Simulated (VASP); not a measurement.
Input of a VASP 6.6.1 run:

The input POSCAR:

```
PbS
1.0
    0.0000000000      2.9873891311      2.9873891311
    2.9873891311      0.0000000000      2.9873891311
    2.9873891311      2.9873891311      0.0000000000
Pb S
1 1
Direct
    0.0000000000      0.0000000000      0.0000000000
    0.5000000000      0.5000000000      0.5000000000
```

The input INCAR.step1:

```
PREC = Accurate
ENCUT = 520
ISMEAR = 0
SIGMA = 0.01
LREAL = F
LASPH = T
NELM = 80
NBANDS = 17
GGA = PE
ALGO = Normal
EDIFF = 1E-4
LWAVE = T
LCHARG = F
```

INCAR.step2

```
PREC = Accurate
ENCUT = 520
EDIFF = 1E-7
ISMEAR = 0
SIGMA = 0.01
LREAL = F
LASPH = T
NELM = 80
ALGO = Normal
ISIF = 2
LWAVE = F
LCHARG = T
METAGGA = R2SCAN
LMIXTAU = T
LELF = T
LVHAR = T
NBANDS = 17
ISTART = 1
```

Contents of KPOINTS:

```
Automatic mesh
0
Gamma
  8 8 8
```

Potentials or basis: VASP PAW PBE potentials, release 64 (Pb_d, S).

Run with:

```sh
$ cat potpaw_PBE.64/Pb_d/POTCAR potpaw_PBE.64/S/POTCAR > POTCAR
$ cp INCAR.step1 INCAR
$ mpirun -np 1 vasp_std > vasp.out
$ cp INCAR.step2 INCAR
$ mpirun -np 1 vasp_std > vasp.out
```

(1) Predict the band gap on the k mesh.

(2) Estimate the pressure.

Results:

(1) 0.70 eV, direct.

(2) 0.0 GPa.

Caveat: the PAW data sets were made with another functional, which shifts forces and pressure a little; spin-orbit coupling is left out, which moves the levels of the heavy elements.
